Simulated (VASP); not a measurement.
# Cr (P6/mmm) in VASP: notebook

The runs below take Cr through single point, with LDA.

Program: VASP 6.6.1. These are calculated values, not measurements. Logs are shortened: lines on timing, memory, paths and dates and some standing lists are left out, and cuts for length are marked.

## Step 1: The cell of the first run

Symmetry: P6/mmm, No. 191, hexagonal system. The conventional cell has a = 4.172 Å, b = 4.172 Å, c = 2.234 Å, α = 90.00°, β = 90.00°, γ = 120.00°. Within 3.0 Å of Cr (site symmetry 6/mmm) lie 14 Cr at 2.23 to 2.66 Å. Within 3.0 Å of Cr (site symmetry -6m2) lie 11 Cr at 2.23 to 2.66 Å.

This isn't the form of Cr at room conditions, which is bcc.

## Step 2: Single point, LDA, collinear spin, ferromagnetic start

INCAR

```
PREC = Accurate ; ENCUT = 520
EDIFF = 1E-6 ; ISMEAR = -1
SIGMA = 0.05 ; LREAL = False
LASPH = True ; NELM = 150
ALGO = Normal ; ISIF = 2
LWAVE = False ; LCHARG = True
ISPIN = 2 ; MAGMOM = 2 2 2
LORBIT = 11 ; LMAXMIX = 4
LELF = True ; LVHAR = True
NBANDS = 29
```

KPOINTS

```
Automatic mesh
0
Gamma
  9 9 13
```

POSCAR

```
Cr
1.0
    4.1723320651      0.0000000000      0.0000000000
   -2.0861660326      3.6133455614      0.0000000000
    0.0000000000      0.0000000000      2.2344899672
Cr
3
Direct
    0.0000000000      0.0000000000      0.0000000000
    0.3333333333      0.6666666667      0.5000000000
    0.6666666667      0.3333333333      0.5000000000
```

Potentials or basis: VASP PAW LDA potentials, release 64 (Cr_pv).

Started as:

```bash
$ cat potpaw_LDA.64/Cr_pv/POTCAR > POTCAR
$ mpirun -np 1 vasp_std > vasp.out
```

OUTCAR:

```text
PREC = Accurate
   ENCUT = 520
   EDIFF = 1E-6
   ISMEAR = -1
   LREAL = False
   LASPH = True
   NELM = 150
   ISIF = 2
   ISPIN = 2
   LORBIT = 11

 ion  position               nearest neighbor table
   1  0.000  0.000  0.000-   2 2.66   3 2.66   2 2.66   3 2.66   3 2.66   3 2.66   2 2.66   2 2.66
                             3 2.66   3 2.66   2 2.66   2 2.66
   2  0.333  0.667  0.500-   3 2.41   3 2.41   3 2.41   1 2.66   1 2.66   1 2.66   1 2.66   1 2.66
                             1 2.66
   3  0.667  0.333  0.500-   2 2.41   2 2.41   2 2.41   1 2.66   1 2.66   1 2.66   1 2.66   1 2.66
                             1 2.66

  LATTYP: Found a hexagonal cell.
 ALAT       =     4.1723320651
 C/A-ratio  =     0.5355494079

  Lattice vectors:

 A1 = (   4.1723320651,   0.0000000000,   0.0000000000)
 A2 = (  -2.0861660326,   3.6133455614,   0.0000000000)
 A3 = (   0.0000000000,   0.0000000000,   2.2344899672)

Analysis of symmetry for initial positions (statically):
=====================================================================
 Subroutine PRICEL returns:
 Original cell was already a primitive cell.

 Routine SETGRP: Setting up the symmetry group for a
 hexagonal supercell.

 Subroutine GETGRP returns: Found 24 space group operations
 (whereof 24 operations were pure point group operations)
 out of a pool of 24 trial point group operations.

The static configuration has the point symmetry D_6h.

Analysis of symmetry for dynamics (positions and initial velocities):
=====================================================================
 Subroutine PRICEL returns:
 Original cell was already a primitive cell.

 Routine SETGRP: Setting up the symmetry group for a
 hexagonal supercell.

 Subroutine GETGRP returns: Found 24 space group operations
 (whereof 24 operations were pure point group operations)
 out of a pool of 24 trial point group operations.

The dynamic configuration has the point symmetry D_6h.

Analysis of structural, dynamic, and magnetic symmetry:
=====================================================================
 Subroutine PRICEL returns:
 Original cell was already a primitive cell.

 Routine SETGRP: Setting up the symmetry group for a
 hexagonal supercell.

 Subroutine GETGRP returns: Found 24 space group operations
 (whereof 24 operations were pure point group operations)
 out of a pool of 24 trial point group operations.

The overall configuration has the point symmetry D_6h.

 Subroutine INISYM returns: Found 24 space group operations
 (whereof 24 operations are pure point group operations),
 and found     1 'primitive' translations

----------------------------------------------------------------------------------------

                                     Primitive cell

  volume of cell :      33.6873

  direct lattice vectors                    reciprocal lattice vectors
     4.172332065  0.000000000  0.000000000     0.239674116  0.138375915  0.000000000
    -2.086166033  3.613345561  0.000000000     0.000000000  0.276751831  0.000000000
     0.000000000  0.000000000  2.234489967     0.000000000  0.000000000  0.447529420

  length of vectors
     4.172332065  4.172332065  2.234489967     0.276751831  0.276751831  0.447529420

  position of ions in fractional coordinates (direct lattice)
     0.000000000  0.000000000  0.000000000
     0.333333333  0.666666667  0.500000000
     0.666666667  0.333333333  0.500000000

  ion indices of the primitive-cell ions
   primitive index   ion index
                 1           1
                 2           2
                 3           3

----------------------------------------------------------------------------------------

 KPOINTS: Automatic mesh

Automatic generation of k-mesh.
 Grid dimensions read from file:
 generate k-points for:    9    9   13

 Generating k-lattice:

  Cartesian coordinates                     Fractional coordinates (reciprocal lattice)
     0.026630457  0.015375102  0.000000000     0.111111111 -0.000000000  0.000000000
     0.000000000  0.030750203  0.000000000     0.000000000  0.111111111  0.000000000
     0.000000000  0.000000000  0.034425340     0.000000000  0.000000000  0.076923077

  Length of vectors
     0.030750203  0.030750203  0.034425340

  Shift w.r.t. Gamma in fractional coordinates (k-lattice)
     0.000000000  0.000000000  0.000000000

 Subroutine IBZKPT returns following result:
 ===========================================

 Found     84 irreducible k-points:

 Following reciprocal coordinates:
            Coordinates               Weight
  0.000000  0.000000  0.000000      1.000000
  0.111111  0.000000  0.000000      6.000000
  0.222222  0.000000  0.000000      6.000000
  0.333333  0.000000  0.000000      6.000000
  0.444444  0.000000  0.000000      6.000000
  0.111111  0.111111  0.000000      6.000000
[... 16 lines left out ...]
  0.333333  0.222222  0.076923     24.000000
  0.333333  0.333333  0.076923      4.000000
 [... further k-points ...]
   k-points           NKPTS =     84   k-points in BZ     NKDIM =     84   number of bands    NBANDS=     29
   number of dos      NEDOS =    301   number of ions     NIONS =      3
   total plane-waves  NPLWV =  18432
   dimension x,y,z NGX =    32 NGY =   32 NGZ =   18
   dimension x,y,z NGXF=    64 NGYF=   64 NGZF=   36
   ions per type =               3
   NGX,Y,Z   is equivalent  to a cutoff of  12.75, 12.75, 13.39 a.u.
   NGXF,Y,Z  is equivalent  to a cutoff of  25.50, 25.50, 26.78 a.u.
 SYSTEM =  unknown system
   PREC   = accura    normal or accurate (medium, high low for compatibility)
   ISTART =      0    job   : 0-new  1-cont  2-samecut
   ICHARG =      2    charge: 1-file 2-atom 10-const
   ISPIN  =      2    spin polarized calculation?
   LNONCOLLINEAR =      F non collinear calculations
   LSORBIT =      F    spin-orbit coupling
   LASPH  =      T    aspherical Exc in radial PAW
   ENCUT  =  520.0 eV  38.22 Ry    6.18 a.u.   7.76  7.76  4.15*2*pi/ulx,y,z
   NELM   =    150;   NELMIN=  2; NELMDL= -5     # of ELM steps
   EDIFF  = 0.1E-05   stopping-criterion for ELM
   LREAL  =      F    real-space projection
   EDIFFG = 0.1E-04   stopping-criterion for IOM
   NSW    =      0    number of steps for IOM
   IBRION =     -1    ionic relax: 0-MD 1-quasi-New 2-CG
   NFREE  =      0    steps in history (QN), initial steepest desc. (CG)
   ISIF   =      2    stress and relaxation
   ISYM   =      2    0-nonsym 1-usesym 2-fastsym
   POTIM  = 0.5000    time-step for ionic-motion
   TEBEG  =    0.0;   TEEND  =   0.0 temperature during run
   PSTRESS=    0.0 pullay stress
   NELECT =      36.0000    total number of electrons
   NUPDOWN=      -1.0000    fix difference up-down
   EMIN   =  10.00;   EMAX   =-10.00  energy-range for DOS
   EFERMI =   0.00;   METHOD = LEGACY
   ISMEAR =    -1;   SIGMA  =   0.05  broadening in eV -4-tet -1-fermi 0-gaus
   EFERMI_NEDOS =   21; number of points for ismear=-14 and -15
   IALGO  =     38    algorithm
   IMIX   =      4    mixing-type and parameters
     AMIX     =   0.40;   BMIX     =  1.00
     AMIX_MAG =   1.60;   BMIX_MAG =  1.00
  volume/ion in A,a.u.               =      11.23        75.78
  Fermi-wavevector in a.u.,A,eV,Ry     =   1.673735  3.162901 38.115217  2.801389
  Thomas-Fermi vector in A             =   2.758654
   LORBIT       =     11    0 simple, 1 ext, 2 COOP (PROOUT), +10 PAW based schemes
   GGA     = CA    functional components
   LHFCALC =     F    Hartree Fock is set to
   AEXX    =    0.0000 exact exchange contribution
   IVDW    =     0    specifies the selected vdW correction
   LEPSILON=     F    determine dielectric tensor
   LRPA    =     F    only Hartree local field effects (RPA)
 spin polarized calculation
  energy-cutoff  :      520.00
  volume of cell :       33.69
 maximum number of plane-waves:       932
 NGX is ok and might be reduce to    32
   NGX = 15   NGY = 15   NGZ =  9

 number of electron      36.0000011 magnetization      -0.0010323

 number of electron      36.0000011 magnetization       0.0014641

 Free energy of the ion-electron system (eV)
  ---------------------------------------------------
  ext. energy  EPLUGINS =         0.00000000
  ---------------------------------------------------
  free energy    TOTEN  =       -30.87503181 eV

  energy without entropy =      -30.83909517  energy(sigma->0) =      -30.85706349

 E-fermi :  11.1318     XC(G=0): -14.1343

 val. band max:       11.1314851248   @ k =   0.1111   0.1111   0.1538
 cond. band min:      11.1320507655   @ k =   0.1111   0.1111   0.1538
 fundamental gap:      0.0005656406
 Fermi energy:        11.1318441575

 spin component 1

 k-point     1 :       0.0000    0.0000    0.0000
  band No.  band energies     occupation
      1     -31.6664      1.00000
      2     -31.6664      1.00000
      3     -31.6549      1.00000
      4     -31.6549      1.00000
      5     -31.0058      1.00000
      6     -31.0058      1.00000
[... 21 lines left out ...]
     28      16.8664      0.00000
     29      19.1551      0.00000
[... 705 lines left out ...]
 k-point    24 :       0.3333    0.3333    0.0769
  band No.  band energies     occupation
      1     -31.7319      1.00000
      2     -31.6928      1.00000
      3     -31.6928      1.00000
      4     -31.2240      1.00000
      5     -31.2240      1.00000
      6     -31.0378      1.00000
[... 21 lines left out ...]
     28      16.6383      0.00000
     29      16.8668      0.00000

 [... further k-points ...]

 spin component 2

 k-point     1 :       0.0000    0.0000    0.0000
  band No.  band energies     occupation
      1     -31.6655      1.00000
      2     -31.6655      1.00000
      3     -31.6548      1.00000
      4     -31.6548      1.00000
      5     -31.0051      1.00000
      6     -31.0051      1.00000
[... 21 lines left out ...]
     28      16.8675      0.00000
     29      19.1553      0.00000
[... 705 lines left out ...]
 k-point    24 :       0.3333    0.3333    0.0769
  band No.  band energies     occupation
      1     -31.7311      1.00000
      2     -31.6925      1.00000
      3     -31.6925      1.00000
      4     -31.2235      1.00000
      5     -31.2235      1.00000
      6     -31.0370      1.00000
[... 21 lines left out ...]
     28      16.6373      0.00000
     29      16.8679      0.00000

 [... further k-points ...]
[... 5 lines left out ...]
  --------------------------------------------------------------------------------------
  -------------------------------------------------------------------------------------
  Total       -0.7106520     -0.7106520     -0.6883966      0.0000000     -0.0000000     -0.0000000
  in kB      -33.7987603    -33.7987603    -32.7402887      0.0000000     -0.0000000     -0.0000000
  external PRESSURE =     -33.4459364 kB  Pullay stress =       0.0000000 kB

 VOLUME and BASIS-vectors are now :
 -----------------------------------------------------------------------------
  energy-cutoff  :      520.00
  volume of cell :       33.69
      direct lattice vectors                 reciprocal lattice vectors
     4.172332065  0.000000000  0.000000000     0.239674116  0.138375915  0.000000000
    -2.086166033  3.613345561  0.000000000     0.000000000  0.276751831  0.000000000
     0.000000000  0.000000000  2.234489967     0.000000000  0.000000000  0.447529420

 POSITION                                       TOTAL-FORCE (eV/Angst)
 -----------------------------------------------------------------------------------
      0.00000      0.00000      0.00000         0.000000      0.000000      0.000000
     -0.00000      2.40890      1.11724        -0.000000      0.000000      0.000000
      2.08617      1.20445      1.11724         0.000000     -0.000000      0.000000
 -----------------------------------------------------------------------------------
    total drift:                               -0.000000      0.000000      0.000000

  FREE ENERGIE OF THE ION-ELECTRON SYSTEM (eV)
  ---------------------------------------------------
  free  energy   TOTEN  =       -30.8750318087 eV

  energy  without entropy=      -30.8390951678  energy(sigma->0) =      -30.85706349

 total charge

# of ion       s       p       d       tot
------------------------------------------
    1        0.429   6.409   4.292  11.129
    2        0.440   6.387   4.372  11.199
    3        0.440   6.387   4.372  11.199
--------------------------------------------------
tot          1.308  19.183  13.037  33.527

 magnetization (x)

# of ion       s       p       d       tot
------------------------------------------
    1       -0.000  -0.000  -0.000  -0.000
    2        0.000   0.000   0.001   0.001
    3        0.000   0.000   0.001   0.001
--------------------------------------------------
tot          0.000   0.000   0.001   0.001
```

Wall time 62 s (1 thread of Intel Xeon 6975P-C (Granite Rapids), shared host); peak memory 0.22 GiB.

What came out:

```yaml
Free_energy: -30.8750 eV
Pressure: -3.3 GPa
Band_gap_on_the_k_mesh: zero (filled and empty bands overlap)
Net_moment: 0.00 μB per cell
Valence_electrons_inside_the_program's_atomic_spheres: Cr 11.13, 11.20 (each value once)
```

Caveat: the cell stands under tension; the moments typed at the start vanished in this run.

## Step 3: Single point, LDA, collinear spin, ferromagnetic start

INCAR

```
PREC     = Accurate       # precision mode
ENCUT    = 520            # plane-wave cutoff, eV
EDIFF    = 1E-6           # SCF threshold, eV
ISMEAR   = -1             # smearing method
SIGMA    = 0.05           # smearing width, eV
LREAL    = False          # projectors in reciprocal space
LASPH    = True           # aspherical terms in the spheres
NELM     = 150            # most SCF steps
ALGO     = Normal         # electronic algorithm
ISIF     = 2              # what is computed and relaxed
LWAVE    = False          # write WAVECAR
LCHARG   = False          # write CHGCAR
ISPIN    = 2              # spin polarisation
MAGMOM   = 2 2 2          # initial moments
LORBIT   = 11             # projections on sites
LMAXMIX  = 4              # l up to which the mixer works
GGA      = CA             # functional
NBANDS   = 29             # bands
```

KPOINTS

```
regular mesh
0
Gamma
  9 9 13
```

POSCAR

```
Cr
1.0
    4.1726280844      0.0000000000      0.0000000000
   -2.0863140422      3.6136019216      0.0000000000
    0.0000000000      0.0000000000      2.2344658810
Cr
3
Direct
    0.0000000000      0.0000000000      0.0000000000
    0.3333333333      0.6666666667      0.5000000000
    0.6666666667      0.3333333333      0.5000000000
```

Potentials or basis: VASP PAW LDA potentials, release 64 (Cr_pv).

Started as:

```bash
$ cat potpaw_LDA.64/Cr_pv/POTCAR > POTCAR
$ mpirun -np 1 vasp_std > vasp.out
```

Run time: 58 s. Hardware: 1 thread of Intel Xeon 6975P-C (Granite Rapids), shared host; peak memory 0.22 GiB.

Results (log left out):

```
Free energy                                           : -30.8749 eV
Pressure                                              : -3.4 GPa
Band gap on the k mesh                                : zero (filled and empty bands overlap)
Net moment                                            : 0.00 μB per cell
Valence electrons inside the program's atomic spheres : Cr 11.13, 11.20 (each value once)
```

Stress tensor (GPa, compression positive):
```
-3.42  0.00  0.00
 0.00 -3.42  0.00
 0.00  0.00 -3.28
```

Levels at points of the mesh, in eV from the Fermi level:
Spin up:
| k point | band 16 | band 17 | band 18 | band 19 | band 20 | band 21 |
| --- | --- | --- | --- | --- | --- | --- |
| (0.00, 0.00, 0.00) | -2.18 | -2.02 | -0.41 | -0.41 | 1.42 | 1.42 |
Spin down:
| k point | band 14 | band 15 | band 16 | band 17 | band 18 | band 19 | band 20 | band 21 | band 22 | band 23 |
| --- | --- | --- | --- | --- | --- | --- | --- | --- | --- | --- |
| (0.00, 0.00, 0.00) | -2.26 | -2.18 | -2.18 | -2.02 | -0.41 | -0.41 | 1.42 | 1.42 | 1.49 | 1.49 |

Caveat: the cell stands under tension; an empty level that is flat over the whole mesh can mark a ghost state of the potentials, or a narrow d or f band; the moments typed at the start vanished in this run.
